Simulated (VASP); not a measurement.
# HgTe (I-4m2) in VASP: single point with LDA

Aim: the single point of HgTe with LDA.

Program: VASP 6.6.1. These are calculated values, not measurements. Logs are shortened: lines on timing, memory, paths and dates and some standing lists are left out, and cuts for length are marked.

## 1. The cell of the first run

The structure is tetragonal, space group I-4m2 (No. 119). The conventional cell has a = 5.407 Å, b = 5.407 Å, c = 6.650 Å, α = 90.00°, β = 90.00°, γ = 90.00°. Hg (site symmetry -4m2) has 4 Te at 3.17 Å within 4.2 Å. Te (site symmetry -4m2) has 4 Hg at 3.17 Å within 4.2 Å.

## 2. Single point, LDA

INCAR

```
PREC = Accurate
ENCUT = 500
EDIFF = 1E-6
ISMEAR = 0
SIGMA = 0.15
LREAL = False
LASPH = True
NELM = 120
ALGO = Normal
ISIF = 2
LWAVE = False
LCHARG = True
GGA = CA
LELF = True
LVHAR = True
NBANDS = 16
GGA_COMPAT = False
```

KPOINTS

```
Automatic mesh
0
Gamma
  16 16 16
```

POSCAR

```
HgTe
1.0
    0.0000000000      3.8235178005      3.3247980874
    3.8235178005      0.0000000000      3.3247980874
    3.8235178005      3.8235178005      0.0000000000
Hg Te
1 1
Direct
    0.0000000000      0.0000000000      0.0000000000
    0.7500000000      0.7500000000      0.7500000000
```

Potentials or basis: VASP PAW LDA potentials, release 64 (Hg, Te).

The run is started by

```sh
$ cat potpaw_LDA.64/Hg/POTCAR potpaw_LDA.64/Te/POTCAR > POTCAR
$ mpirun -np 1 vasp_std > vasp.out
```

OUTCAR:

```text
PREC = Accurate
   ENCUT = 500
   EDIFF = 1E-6
   ISMEAR = 0
   LREAL = False
   LASPH = True
   NELM = 120
   ISIF = 2
   GGA = CA

 ion  position               nearest neighbor table
   1  0.000  0.000  0.000-   2 3.17   2 3.17   2 3.17   2 3.17
   2  0.750  0.750  0.750-   1 3.17   1 3.17   1 3.17   1 3.17

  LATTYP: Found a body centered tetragonal cell.
 ALAT       =     5.4072707294
 C/A-ratio  =     1.2297509238

  Lattice vectors:

 A1 = (   0.0000000000,  -3.8235178005,  -3.3247980874)
 A2 = (   0.0000000000,   3.8235178005,  -3.3247980874)
 A3 = (   3.8235178005,   0.0000000000,   3.3247980874)

Analysis of symmetry for initial positions (statically):
=====================================================================
 Subroutine PRICEL returns:
 Original cell was already a primitive cell.

 Routine SETGRP: Setting up the symmetry group for a
 body centered tetragonal supercell.

 Subroutine GETGRP returns: Found  8 space group operations
 (whereof  8 operations were pure point group operations)
 out of a pool of 16 trial point group operations.

The static configuration has the point symmetry D_2d.

Analysis of symmetry for dynamics (positions and initial velocities):
=====================================================================
 Subroutine PRICEL returns:
 Original cell was already a primitive cell.

 Routine SETGRP: Setting up the symmetry group for a
 body centered tetragonal supercell.

 Subroutine GETGRP returns: Found  8 space group operations
 (whereof  8 operations were pure point group operations)
 out of a pool of 16 trial point group operations.

The dynamic configuration has the point symmetry D_2d.

 Subroutine INISYM returns: Found  8 space group operations
 (whereof  8 operations are pure point group operations),
 and found     1 'primitive' translations

----------------------------------------------------------------------------------------

                                     Primitive cell

  volume of cell :      97.2124

  direct lattice vectors                    reciprocal lattice vectors
     0.000000000  3.823517800  3.324798087    -0.130769628  0.130769628  0.150385072
     3.823517800  0.000000000  3.324798087     0.130769628 -0.130769628  0.150385072
     3.823517800  3.823517800  0.000000000     0.130769628  0.130769628 -0.150385072

  length of vectors
     5.066909383  5.066909383  5.407270729     0.238363296  0.238363296  0.238363296

  position of ions in fractional coordinates (direct lattice)
     0.000000000  0.000000000  0.000000000
     0.750000000  0.750000000  0.750000000

  ion indices of the primitive-cell ions
   primitive index   ion index
                 1           1
                 2           2

----------------------------------------------------------------------------------------

 KPOINTS: Automatic mesh

Automatic generation of k-mesh.
 Grid dimensions read from file:
 generate k-points for:   16   16   16

 Generating k-lattice:

  Cartesian coordinates                     Fractional coordinates (reciprocal lattice)
    -0.008173102  0.008173102  0.009399067     0.062500000  0.000000000  0.000000000
     0.008173102 -0.008173102  0.009399067     0.000000000  0.062500000  0.000000000
     0.008173102  0.008173102 -0.009399067     0.000000000  0.000000000  0.062500000

  Length of vectors
     0.014897706  0.014897706  0.014897706

  Shift w.r.t. Gamma in fractional coordinates (k-lattice)
     0.000000000  0.000000000  0.000000000

 Subroutine IBZKPT returns following result:
 ===========================================

 Found    349 irreducible k-points:

 Following reciprocal coordinates:
            Coordinates               Weight
  0.000000  0.000000  0.000000      1.000000
  0.062500  0.000000  0.000000      8.000000
  0.125000  0.000000  0.000000      8.000000
  0.187500  0.000000  0.000000      8.000000
  0.250000  0.000000  0.000000      8.000000
  0.312500  0.000000  0.000000      8.000000
[... 16 lines left out ...]
 -0.125000  0.062500  0.000000      8.000000
 -0.062500  0.062500  0.000000      4.000000
 [... further k-points ...]
   k-points           NKPTS =    349   k-points in BZ     NKDIM =    349   number of bands    NBANDS=     16
   number of dos      NEDOS =    301   number of ions     NIONS =      2
   total plane-waves  NPLWV =  64000
   dimension x,y,z NGX =    40 NGY =   40 NGZ =   40
   dimension x,y,z NGXF=    80 NGYF=   80 NGZF=   80
   ions per type =               1   1
   NGX,Y,Z   is equivalent  to a cutoff of  13.12, 13.12, 12.30 a.u.
   NGXF,Y,Z  is equivalent  to a cutoff of  26.25, 26.25, 24.60 a.u.
 SYSTEM =  unknown system
   PREC   = accura    normal or accurate (medium, high low for compatibility)
   ISTART =      0    job   : 0-new  1-cont  2-samecut
   ICHARG =      2    charge: 1-file 2-atom 10-const
   ISPIN  =      1    spin polarized calculation?
   LNONCOLLINEAR =      F non collinear calculations
   LSORBIT =      F    spin-orbit coupling
   LASPH  =      T    aspherical Exc in radial PAW
   ENCUT  =  500.0 eV  36.75 Ry    6.06 a.u.   9.24  9.24  9.86*2*pi/ulx,y,z
   NELM   =    120;   NELMIN=  2; NELMDL= -5     # of ELM steps
   EDIFF  = 0.1E-05   stopping-criterion for ELM
   LREAL  =      F    real-space projection
   EDIFFG = 0.1E-04   stopping-criterion for IOM
   NSW    =      0    number of steps for IOM
   IBRION =     -1    ionic relax: 0-MD 1-quasi-New 2-CG
   NFREE  =      0    steps in history (QN), initial steepest desc. (CG)
   ISIF   =      2    stress and relaxation
   ISYM   =      2    0-nonsym 1-usesym 2-fastsym
   POTIM  = 0.5000    time-step for ionic-motion
   TEBEG  =    0.0;   TEEND  =   0.0 temperature during run
   PSTRESS=    0.0 pullay stress
   NELECT =      18.0000    total number of electrons
   NUPDOWN=      -1.0000    fix difference up-down
   EMIN   =  10.00;   EMAX   =-10.00  energy-range for DOS
   EFERMI =   0.00;   METHOD = LEGACY
   ISMEAR =     0;   SIGMA  =   0.15  broadening in eV -4-tet -1-fermi 0-gaus
   EFERMI_NEDOS =   21; number of points for ismear=-14 and -15
   IALGO  =     38    algorithm
   IMIX   =      4    mixing-type and parameters
     AMIX     =   0.40;   BMIX     =  1.00
     AMIX_MAG =   1.60;   BMIX_MAG =  1.00
  volume/ion in A,a.u.               =      48.61       328.01
  Fermi-wavevector in a.u.,A,eV,Ry     =   0.933094  1.763291 11.846096  0.870663
  Thomas-Fermi vector in A             =   2.059759
   LORBIT       =      0    0 simple, 1 ext, 2 COOP (PROOUT), +10 PAW based schemes
   GGA     = CA    functional components
   LHFCALC =     F    Hartree Fock is set to
   AEXX    =    0.0000 exact exchange contribution
   IVDW    =     0    specifies the selected vdW correction
   LEPSILON=     F    determine dielectric tensor
   LRPA    =     F    only Hartree local field effects (RPA)
 non-spin polarized calculation
 Gauss-broadening in eV      SIGMA  =   0.15
  energy-cutoff  :      500.00
  volume of cell :       97.21
 maximum number of plane-waves:      2488
 NGX is ok and might be reduce to    40
   NGX = 19   NGY = 19   NGZ = 19

 number of electron      18.0000003 magnetization

 Free energy of the ion-electron system (eV)
  ---------------------------------------------------
  ext. energy  EPLUGINS =         0.00000000
  ---------------------------------------------------
  free energy    TOTEN  =        -4.04842381 eV

  energy without entropy =       -4.04682488  energy(sigma->0) =       -4.04762435

 E-fermi :  -0.1012     XC(G=0):  -7.6066

 val. band max:       -0.1398462860   @ k =   0.0625   0.0000   0.0625
 cond. band min:      -0.0936556902   @ k =   0.0000   0.0000   0.0000
 fundamental gap:      0.0461905959
 Fermi energy:        -0.1011635429

 k-point     1 :       0.0000    0.0000    0.0000
  band No.  band energies     occupation
      1     -10.3822      2.00000
      2      -6.0964      2.00000
      3      -6.0964      2.00000
      4      -6.0856      2.00000
      5      -5.9138      2.00000
      6      -5.8886      2.00000
[... 8 lines left out ...]
     15       8.0254      0.00000
     16       8.9082      0.00000

 k-point     2 :       0.0625    0.0000    0.0000
  band No.  band energies     occupation
      1     -10.3740      2.00000
      2      -6.0945      2.00000
      3      -6.0937      2.00000
      4      -6.0809      2.00000
      5      -5.9135      2.00000
      6      -5.8889      2.00000
[... 8 lines left out ...]
     15       7.9051      0.00000
     16       8.5101      0.00000

 k-point     3 :       0.1250    0.0000    0.0000
  band No.  band energies     occupation
      1     -10.3505      2.00000
      2      -6.0890      2.00000
      3      -6.0866      2.00000
      4      -6.0654      2.00000
      5      -5.9124      2.00000
      6      -5.8898      2.00000
[... 8 lines left out ...]
     15       7.7408      0.00000
     16       8.2585      0.00000

 k-point     4 :       0.1875    0.0000    0.0000
  band No.  band energies     occupation
      1     -10.3148      2.00000
      2      -6.0814      2.00000
      3      -6.0768      2.00000
      4      -6.0373      2.00000
      5      -5.9099      2.00000
      6      -5.8907      2.00000
[... 8 lines left out ...]
     15       7.6937      0.00000
     16       8.2717      0.00000

 k-point     5 :       0.2500    0.0000    0.0000
  band No.  band energies     occupation
      1     -10.2721      2.00000
      2      -6.0734      2.00000
      3      -6.0657      2.00000
      4      -5.9961      2.00000
      5      -5.9059      2.00000
      6      -5.8905      2.00000
[... 8 lines left out ...]
     15       7.8169      0.00000
     16       8.4821      0.00000

 k-point     6 :       0.3125    0.0000    0.0000
  band No.  band energies     occupation
      1     -10.2285      2.00000
      2      -6.0667      2.00000
      3      -6.0551      2.00000
      4      -5.9467      2.00000
      5      -5.9004      2.00000
      6      -5.8854      2.00000
[... 8 lines left out ...]
     15       8.1159      0.00000
     16       8.5375      0.00000

 k-point     7 :       0.3750    0.0000    0.0000
  band No.  band energies     occupation
      1     -10.1910      2.00000
      2      -6.0619      2.00000
      3      -6.0465      2.00000
      4      -5.9132      2.00000
      5      -5.8945      2.00000
      6      -5.8587      2.00000
[... 8 lines left out ...]
     15       8.5595      0.00000
     16       8.6156      0.00000

 k-point     8 :       0.4375    0.0000    0.0000
  band No.  band energies     occupation
      1     -10.1656      2.00000
      2      -6.0592      2.00000
      3      -6.0409      2.00000
      4      -5.9054      2.00000
      5      -5.8899      2.00000
      6      -5.8160      2.00000
[... 8 lines left out ...]
     15       8.6636      0.00000
     16       9.0755      0.00000

 k-point     9 :       0.5000    0.0000    0.0000
  band No.  band energies     occupation
      1     -10.1566      2.00000
      2      -6.0584      2.00000
      3      -6.0390      2.00000
      4      -5.9040      2.00000
      5      -5.8882      2.00000
      6      -5.7972      2.00000
[... 8 lines left out ...]
     15       8.5891      0.00000
     16       9.3958      0.00000
[... 172 lines left out ...]
 k-point    19 :      -0.3750    0.0625    0.0000
  band No.  band energies     occupation
      1     -10.1783      2.00000
      2      -6.0588      2.00000
      3      -6.0405      2.00000
      4      -5.9042      2.00000
      5      -5.8958      2.00000
      6      -5.8481      2.00000
[... 8 lines left out ...]
     15       8.3849      0.00000
     16       8.9376      0.00000

 k-point    20 :      -0.3125    0.0625    0.0000
  band No.  band energies     occupation
      1     -10.2126      2.00000
      2      -6.0638      2.00000
      3      -6.0468      2.00000
      4      -5.9235      2.00000
      5      -5.9021      2.00000
      6      -5.8875      2.00000
[... 8 lines left out ...]
     15       7.9164      0.00000
     16       8.8690      0.00000

 k-point    21 :      -0.2500    0.0625    0.0000
  band No.  band energies     occupation
      1     -10.2546      2.00000
      2      -6.0707      2.00000
      3      -6.0558      2.00000
      4      -5.9759      2.00000
      5      -5.9078      2.00000
      6      -5.8921      2.00000
[... 8 lines left out ...]
     15       7.5935      0.00000
     16       8.5988      0.00000

 k-point    22 :      -0.1875    0.0625    0.0000
  band No.  band energies     occupation
      1     -10.2975      2.00000
      2      -6.0789      2.00000
      3      -6.0665      2.00000
      4      -6.0222      2.00000
      5      -5.9117      2.00000
      6      -5.8915      2.00000
[... 8 lines left out ...]
     15       7.4482      0.00000
     16       8.1259      0.00000

 k-point    23 :      -0.1250    0.0625    0.0000
  band No.  band energies     occupation
      1     -10.3351      2.00000
      2      -6.0868      2.00000
      3      -6.0777      2.00000
      4      -6.0545      2.00000
      5      -5.9136      2.00000
      6      -5.8903      2.00000
[... 8 lines left out ...]
     15       7.4804      0.00000
     16       7.9243      0.00000

 k-point    24 :      -0.0625    0.0625    0.0000
  band No.  band energies     occupation
      1     -10.3618      2.00000
      2      -6.0924      2.00000
      3      -6.0881      2.00000
      4      -6.0728      2.00000
      5      -5.9140      2.00000
      6      -5.8893      2.00000
[... 8 lines left out ...]
     15       7.6564      0.00000
     16       8.1270      0.00000

 [... further k-points ...]

------------------------ aborting loop because EDIFF is reached ----------------------------------------

  FORCE on cell =-STRESS in cart. coord.  units (eV):
  Direction    XX          YY          ZZ          XY          YZ          ZX
  --------------------------------------------------------------------------------------
  -------------------------------------------------------------------------------------
  Total       -4.4915102     -4.4915102     -3.1608186      0.0000000      0.0000000      0.0000000
  in kB      -74.0255202    -74.0255202    -52.0941138      0.0000000      0.0000000      0.0000000
  external PRESSURE =     -66.7150514 kB  Pullay stress =       0.0000000 kB

 VOLUME and BASIS-vectors are now :
 -----------------------------------------------------------------------------
  energy-cutoff  :      500.00
  volume of cell :       97.21
      direct lattice vectors                 reciprocal lattice vectors
     0.000000000  3.823517800  3.324798087    -0.130769628  0.130769628  0.150385072
     3.823517800  0.000000000  3.324798087     0.130769628 -0.130769628  0.150385072
     3.823517800  3.823517800  0.000000000     0.130769628  0.130769628 -0.150385072

 POSITION                                       TOTAL-FORCE (eV/Angst)
 -----------------------------------------------------------------------------------
      0.00000      0.00000      0.00000         0.000000      0.000000      0.000000
      5.73528      5.73528      4.98720         0.000000      0.000000     -0.000000
 -----------------------------------------------------------------------------------
    total drift:                                0.000000      0.000000     -0.000000

  FREE ENERGIE OF THE ION-ELECTRON SYSTEM (eV)
  ---------------------------------------------------
  free  energy   TOTEN  =        -4.0484238108 eV

  energy  without entropy=       -4.0468248821  energy(sigma->0) =       -4.04762435
```

Run time: 12 min. Hardware: 1 thread of Oxide Virtual Turin-like, shared host; peak memory 0.59 GiB.

What came out:

| Quantity | Value |
| --- | --- |
| Free energy | -4.0484 eV |
| Pressure | -6.7 GPa |
| Band gap on the k mesh | 0.01 eV |

Stress tensor (GPa, compression positive):
```
-7.40  0.00  0.00
 0.00 -7.40  0.00
 0.00  0.00 -5.21
```

Levels at points of the mesh, in eV from the valence-band top:
| k point | band 7 | band 8 | band 9 | band 10 | band 11 | band 12 |
| --- | --- | --- | --- | --- | --- | --- |
| (0.00, 0.00, 0.00) | -1.65 | -0.18 | -0.18 | 0.06 | 4.50 | 4.59 |
| (0.50, 0.00, 0.00) | -3.70 | -0.71 | -0.37 | 0.43 | 4.81 | 5.20 |
| (0.50, 0.50, 0.00) | -3.58 | -1.39 | -1.39 | 1.08 | 2.88 | 7.17 |
| (0.50, 0.00, 0.50) | -3.97 | -1.09 | -0.95 | 1.70 | 3.07 | 6.68 |

Caveat: the cell stands under tension; the smearing spreads over this small gap; spin-orbit coupling is left out, which moves the levels of the heavy elements.

The gap in the log of VASP goes by the Fermi energy; the results here count the filled bands.